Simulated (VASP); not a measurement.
**Al5C3: relaxation of cell and atoms with PBE**

Al5C3:

```
Al C
1.0
    -2.88164    2.88164    2.88164
     2.88164   -2.88164    2.88164
     2.88164    2.88164   -2.88164
Al C
5 3
Cartesian
  1.4408 1.4408 1.4408
  1.4408 1.4408 -1.4408
  1.4408 -1.4408 1.4408
  -1.4408 1.4408 1.4408
  0.0000 0.0000 0.0000
  2.8816 0.0000 0.0000
  0.0000 2.8816 0.0000
  0.0000 0.0000 2.8816
```

```json
{
  "Program": "VASP 6.6.1",
  "Task": "relaxation of cell and atoms",
  "Functional": "PBE",
  "Potentials or basis": "VASP PAW PBE potentials, release 64 (Al, C)",
  "Cutoff": "600 eV",
  "k mesh": "10 × 10 × 10",
  "Occupations": "gaussian, width 0.1 eV",
  "Spin": "no spin polarisation",
  "Dipole correction": "no",
  "Further INCAR settings": "ALGO = Normal; EDIFF = 1e-06; IBRION = 2; EDIFFG = -0.01; NSW = 100; ISIF = 3"
}
```

```yaml
Relaxed_volume: 12.02 Å³/atom
Relaxed_cell: a = 4.999 Å, b = 4.999 Å, c = 4.999 Å, α = 109.47°, β = 109.47°, γ = 109.47°
Space_group_after_relaxing_to_0.05_Å: Im-3m (No. 229)
Energy_gained_by_relaxing: 0.1 meV/atom
Ionic_steps: 2
Pressure_after_relaxing: -0.1 GPa
```

Step by step:
```
step  energy change (eV)  largest force (eV/Å)  pressure (GPa)  volume (Å³)
   1              0.0000                0.0000            0.45        95.71
   2             -0.0005                0.0000           -0.12        96.19
```

Final structure:
```
Al C
1.0
    -2.88636    2.88636    2.88636
     2.88636   -2.88636    2.88636
     2.88636    2.88636   -2.88636
Al C
5 3
Direct
  0.50000 0.50000 0.50000
  0.00000 0.00000 0.50000
  0.00000 0.50000 0.00000
  0.50000 0.00000 0.00000
  0.00000 0.00000 0.00000
  0.00000 0.50000 0.50000
  0.50000 0.00000 0.50000
  0.50000 0.50000 0.00000
```

Levels at points of the mesh, in eV from the Fermi level:
| k point | band 10 | band 11 | band 12 | band 13 | band 14 | band 15 | band 16 | band 17 |
| --- | --- | --- | --- | --- | --- | --- | --- | --- |
| (0.00, 0.00, 0.00) | -5.36 | -2.62 | -2.62 | -2.62 | 0.14 | 0.14 | 0.14 | 3.31 |
| (0.50, 0.00, 0.00) | -3.32 | -1.64 | -1.38 | -0.36 | -0.31 | 0.66 | 1.43 | 1.62 |
| (0.50, 0.50, 0.50) | -2.83 | 0.28 | 0.28 | 0.28 | 0.90 | 0.90 | 0.90 | 2.83 |

Run time: 120 s on 1 thread of Intel(R) Xeon(R) Platinum 8259CL CPU @ 2.50GHz (Skylake/Cascade Lake) (shared host), peak memory 0.28 GiB.
